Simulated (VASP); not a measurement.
# Ge in VASP: further runs

Ge is run at these levels: RPBE, PBE; tasks: single point.

All numbers are computed with VASP 6.6.1; they aren't measurements. Logs are shortened: lines on timing, memory, paths and dates and some standing lists are left out, and cuts for length are marked.

## (1) The cell of the first run

The cell holds a wire or tube with vacuum around it, 6 atoms: a = 17.200 Å, b = 10.000 Å, c = 4.030 Å, α = 90.00°, β = 90.00°, γ = 90.00°.

## (2) Single point, RPBE

INCAR reads:

```
SYSTEM = Ge
ALGO     = Normal         ! electronic algorithm
EDIFF    = 1E-7           ! SCF threshold, eV
ENCUT    = 520            ! plane-wave cutoff, eV
GGA      = RP             ! functional
ISIF     = 2              ! what is computed and relaxed
ISMEAR   = 0              ! smearing method
LASPH    = .TRUE.         ! aspherical terms in the spheres
LCHARG   = .FALSE.        ! write CHGCAR
LREAL    = .FALSE.        ! projectors in reciprocal space
LWAVE    = .FALSE.        ! write WAVECAR
NBANDS   = 51             ! bands
NELM     = 80             ! most SCF steps
PREC     = Accurate       ! precision mode
SIGMA    = 0.05           ! smearing width, eV
```

KPOINTS reads:

```
k-points
0
G
  1 1 22
  0 0 0
```

POSCAR reads:

```
Ge
1.0
   17.2000000000      0.0000000000      0.0000000000
    0.0000000000     10.0000000000      0.0000000000
    0.0000000000      0.0000000000      4.0295335957
Ge
6
Direct
    0.3285291222      0.4639320463      0.0000000000
    0.5344950978      0.4690398323      0.5000000000
    0.7395744136      0.4641441077      0.0000000000
    0.2604255864      0.5358558923      0.5000000000
    0.4655049022      0.5309601677      0.0000000000
    0.6714708778      0.5360679537      0.5000000000
```

Potentials or basis: VASP PAW PBE potentials, release 64 (Ge_d).

Launch:

```bash
$ cat potpaw_PBE.64/Ge_d/POTCAR > POTCAR
$ mpirun -np 1 vasp_std > vasp.out
```

OUTCAR:

```text
SYSTEM = Ge
   EDIFF = 1E-7
   ENCUT = 520
   GGA = RP
   ISIF = 2
   ISMEAR = 0
   LASPH = .TRUE.
   LREAL = .FALSE.
   NELM = 80
   PREC = Accurate

 ion  position               nearest neighbor table
   1  0.329  0.464  0.000-   4 2.44   4 2.44   5 2.45
   2  0.534  0.469  0.500-   5 2.42   5 2.42   6 2.45
   3  0.740  0.464  0.000-   6 2.44   6 2.44
   4  0.260  0.536  0.500-   1 2.44   1 2.44
   5  0.466  0.531  0.000-   2 2.42   2 2.42   1 2.45
   6  0.671  0.536  0.500-   3 2.44   3 2.44   2 2.45

  LATTYP: Found a simple orthorhombic cell.
 ALAT       =     4.0295335957
 B/A-ratio  =     2.4816767903
 C/A-ratio  =     4.2684840792

  Lattice vectors:

 A1 = (   0.0000000000,   0.0000000000,  -4.0295335957)
 A2 = (   0.0000000000,  10.0000000000,   0.0000000000)
 A3 = (  17.2000000000,   0.0000000000,   0.0000000000)

Analysis of symmetry for initial positions (statically):
=====================================================================
 Subroutine PRICEL returns:
 Original cell was already a primitive cell.

 Routine SETGRP: Setting up the symmetry group for a
 simple orthorhombic supercell.

 Subroutine GETGRP returns: Found  4 space group operations
 (whereof  2 operations were pure point group operations)
 out of a pool of  8 trial point group operations.

The static configuration has the point symmetry C_1h.
 The point group associated with its full space group is C_2h.

Analysis of symmetry for dynamics (positions and initial velocities):
=====================================================================
 Subroutine PRICEL returns:
 Original cell was already a primitive cell.

 Routine SETGRP: Setting up the symmetry group for a
 simple orthorhombic supercell.

 Subroutine GETGRP returns: Found  4 space group operations
 (whereof  2 operations were pure point group operations)
 out of a pool of  8 trial point group operations.

The dynamic configuration has the point symmetry C_1h.
 The point group associated with its full space group is C_2h.

 Subroutine INISYM returns: Found  4 space group operations
 (whereof  2 operations are pure point group operations),
 and found     1 'primitive' translations

----------------------------------------------------------------------------------------

                                     Primitive cell

  volume of cell :     693.0798

[... 85 lines left out ...]
   EDIFFG = 0.1E-05   stopping-criterion for IOM
   NSW    =      0    number of steps for IOM
   IBRION =     -1    ionic relax: 0-MD 1-quasi-New 2-CG
   NFREE  =      0    steps in history (QN), initial steepest desc. (CG)
   ISIF   =      2    stress and relaxation
   ISYM   =      2    0-nonsym 1-usesym 2-fastsym
   POTIM  = 0.5000    time-step for ionic-motion
   TEBEG  =    0.0;   TEEND  =   0.0 temperature during run
   PSTRESS=    0.0 pullay stress
   NELECT =      84.0000    total number of electrons
   NUPDOWN=      -1.0000    fix difference up-down
   EMIN   =  10.00;   EMAX   =-10.00  energy-range for DOS
   EFERMI =   0.00;   METHOD = LEGACY
   ISMEAR =     0;   SIGMA  =   0.05  broadening in eV -4-tet -1-fermi 0-gaus
   EFERMI_NEDOS =   21; number of points for ismear=-14 and -15
   IALGO  =     38    algorithm
   IMIX   =      4    mixing-type and parameters
     AMIX     =   0.40;   BMIX     =  1.00
     AMIX_MAG =   1.60;   BMIX_MAG =  1.00
  volume/ion in A,a.u.               =     115.51       779.52
  Fermi-wavevector in a.u.,A,eV,Ry     =   0.810165  1.530990  8.930421  0.656367
  Thomas-Fermi vector in A             =   1.919290
   LORBIT       =      0    0 simple, 1 ext, 2 COOP (PROOUT), +10 PAW based schemes
   GGA     = RP    functional components
   LHFCALC =     F    Hartree Fock is set to
   AEXX    =    0.0000 exact exchange contribution
   IVDW    =     0    specifies the selected vdW correction
   LEPSILON=     F    determine dielectric tensor
   LRPA    =     F    only Hartree local field effects (RPA)
 non-spin polarized calculation
 Gauss-broadening in eV      SIGMA  =   0.05
  energy-cutoff  :      520.00
  volume of cell :      693.08
 maximum number of plane-waves:     18693
 NGX is ok and might be reduce to   126
   NGX = 63   NGY = 37   NGZ = 15

 number of electron      83.9999911 magnetization

 Free energy of the ion-electron system (eV)
  ---------------------------------------------------
  ext. energy  EPLUGINS =         0.00000000
  ---------------------------------------------------
  free energy    TOTEN  =       -20.98449596 eV

  energy without entropy =      -20.98073171  energy(sigma->0) =      -20.98261384

 E-fermi :  -2.6961     XC(G=0):  -3.1922

 val. band max:       -2.7268645979   @ k =   0.0000   0.0000   0.2273
 cond. band min:      -2.6668146449   @ k =   0.0000   0.0000   0.2273
 fundamental gap:      0.0600499530
 Fermi energy:        -2.6961424762

 k-point     1 :       0.0000    0.0000    0.0000
  band No.  band energies     occupation
      1     -27.2004      2.00000
      2     -27.1638      2.00000
      3     -27.1481      2.00000
      4     -27.1315      2.00000
      5     -27.1303      2.00000
      6     -27.1166      2.00000
[... 637 lines left out ...]
     50       2.2398      0.00000
     51       2.7454      0.00000

------------------------ aborting loop because EDIFF is reached ----------------------------------------

  FORCE on cell =-STRESS in cart. coord.  units (eV):
  Direction    XX          YY          ZZ          XY          YZ          ZX
  --------------------------------------------------------------------------------------
  -------------------------------------------------------------------------------------
  Total        1.1633732      0.1700582      1.6595409     -0.1118111      0.0000000      0.0000000
  in kB        2.6893444      0.3931199      3.8363243     -0.2584712      0.0000000      0.0000000
  external PRESSURE =       2.3062629 kB  Pullay stress =       0.0000000 kB

 VOLUME and BASIS-vectors are now :
 -----------------------------------------------------------------------------
  energy-cutoff  :      520.00
  volume of cell :      693.08
      direct lattice vectors                 reciprocal lattice vectors
    17.200000000  0.000000000  0.000000000     0.058139535  0.000000000  0.000000000
     0.000000000 10.000000000  0.000000000     0.000000000  0.100000000  0.000000000
     0.000000000  0.000000000  4.029533596     0.000000000  0.000000000  0.248167679

 POSITION                                       TOTAL-FORCE (eV/Angst)
 -----------------------------------------------------------------------------------
      5.65070      4.63932      0.00000        -0.000405     -0.096734      0.000000
      9.19332      4.69040      2.01477         0.015061     -0.075163      0.000000
     12.72068      4.64144      0.00000         0.145644     -0.071297      0.000000
      4.47932      5.35856      2.01477        -0.145644      0.071297      0.000000
      8.00668      5.30960      0.00000        -0.015061      0.075163      0.000000
     11.54930      5.36068      2.01477         0.000405      0.096734      0.000000
 -----------------------------------------------------------------------------------
    total drift:                                0.000000      0.000000     -0.000000

  FREE ENERGIE OF THE ION-ELECTRON SYSTEM (eV)
  ---------------------------------------------------
  free  energy   TOTEN  =       -20.9844959634 eV

  energy  without entropy=      -20.9807317110  energy(sigma->0) =      -20.98261384
```

It took 10 min on 1 thread of Intel Xeon Platinum 8375C at 2.90GHz (Ice Lake), shared host; peak memory 0.78 GiB.

What came out:

```yaml
Free_energy: -20.9845 eV
Largest_force: 0.162 eV/Å
Band_gap_on_the_k_mesh: 0.06 eV
```

Forces in eV/Å, atoms in the order of the input:
```
Ge   0.000 -0.097  0.000
Ge   0.015 -0.075  0.000
Ge   0.146 -0.071  0.000
Ge  -0.146  0.071  0.000
Ge  -0.015  0.075  0.000
Ge   0.000  0.097  0.000
```

Caveat: semilocal functionals underestimate gaps, and a narrow one can read as zero; the PAW data sets were made with another functional, which shifts forces and pressure a little.

## (3) Single point, PBE

This run uses another cell than the first one.

INCAR reads:

```
SYSTEM = Ge
PREC = Accurate
ENCUT = 520
EDIFF = 1E-6
ISMEAR = 0
SIGMA = 0.05
LREAL = .False.
LASPH = .True.
NELM = 60
ALGO = Normal
ISIF = 2
LWAVE = .False.
LCHARG = .False.
GGA = PE
NBANDS = 51
```

KPOINTS reads:

```
regular mesh
0
Gamma
  1 1 22
  0 0 0
```

POSCAR reads:

```
Ge
1.0
   17.2000000000      0.0000000000      0.0000000000
    0.0000000000     10.0000000000      0.0000000000
    0.0000000000      0.0000000000      4.0438254528
Ge
6
Direct
    0.3303267650      0.4661011537      0.0000000000
    0.5339346470      0.4661011537      0.5000000000
    0.7375425290      0.4661011537      0.0000000000
    0.2624574710      0.5338988463      0.5000000000
    0.4660653530      0.5338988463      0.0000000000
    0.6696732350      0.5338988463      0.5000000000
```

Potentials or basis: VASP PAW PBE potentials, release 64 (Ge_d).

Launch:

```bash
$ cat potpaw_PBE.64/Ge_d/POTCAR > POTCAR
$ mpirun -np 1 vasp_std > vasp.out
```

OUTCAR:

```text
SYSTEM = Ge
   PREC = Accurate
   ENCUT = 520
   EDIFF = 1E-6
   ISMEAR = 0
   LREAL = .False.
   LASPH = .True.
   NELM = 60
   ISIF = 2
   GGA = PE

 ion  position               nearest neighbor table
   1  0.330  0.466  0.000-   5 2.43   4 2.43   4 2.43
   2  0.534  0.466  0.500-   6 2.43   5 2.43   5 2.43
   3  0.738  0.466  0.000-   6 2.43   6 2.43
   4  0.262  0.534  0.500-   1 2.43   1 2.43
   5  0.466  0.534  0.000-   1 2.43   2 2.43   2 2.43
   6  0.670  0.534  0.500-   2 2.43   3 2.43   3 2.43

  LATTYP: Found a simple orthorhombic cell.
[... 842 lines left out ...]
  -------------------------------------------------------------------------------------
  Total        0.8903925      0.0731600     -0.2120147      0.0345551      0.0000000      0.0000000
  in kB        2.0510264      0.1685247     -0.4883777      0.0795981      0.0000000      0.0000000
  external PRESSURE =       0.5770578 kB  Pullay stress =       0.0000000 kB

 VOLUME and BASIS-vectors are now :
 -----------------------------------------------------------------------------
  energy-cutoff  :      520.00
  volume of cell :      695.54
      direct lattice vectors                 reciprocal lattice vectors
    17.200000000  0.000000000  0.000000000     0.058139535  0.000000000  0.000000000
     0.000000000 10.000000000  0.000000000     0.000000000  0.100000000  0.000000000
     0.000000000  0.000000000  4.043825453     0.000000000  0.000000000  0.247290594

 POSITION                                       TOTAL-FORCE (eV/Angst)
 -----------------------------------------------------------------------------------
      5.68162      4.66101      0.00000        -0.009866     -0.092791      0.000000
      9.18368      4.66101      2.02191        -0.176585      0.063862      0.000000
     12.68573      4.66101      0.00000         0.129830     -0.071640      0.000000
      4.51427      5.33899      2.02191        -0.129830      0.071640      0.000000
      8.01632      5.33899      0.00000         0.176585     -0.063862      0.000000
     11.51838      5.33899      2.02191         0.009866      0.092791      0.000000
 -----------------------------------------------------------------------------------
    total drift:                                0.000000      0.000000      0.000000

  FREE ENERGIE OF THE ION-ELECTRON SYSTEM (eV)
  ---------------------------------------------------
  free  energy   TOTEN  =       -22.3886447140 eV

  energy  without entropy=      -22.3847003431  energy(sigma->0) =      -22.38667253
```

Run time: 10 min. Hardware: 1 thread of Intel Xeon Platinum 8375C at 2.90GHz (Ice Lake), shared host; peak memory 0.8 GiB.

What came out:

- Free energy: -22.3886 eV
- Largest force: 0.188 eV/Å
- Band gap on the k mesh: 0.06 eV

Forces on the atoms (eV/Å):
```
Ge  -0.010 -0.093  0.000
Ge  -0.177  0.064  0.000
Ge   0.130 -0.072  0.000
Ge  -0.130  0.072  0.000
Ge   0.177 -0.064  0.000
Ge   0.010  0.093  0.000
```

Caveat: semilocal functionals underestimate gaps, and a narrow one can read as zero.
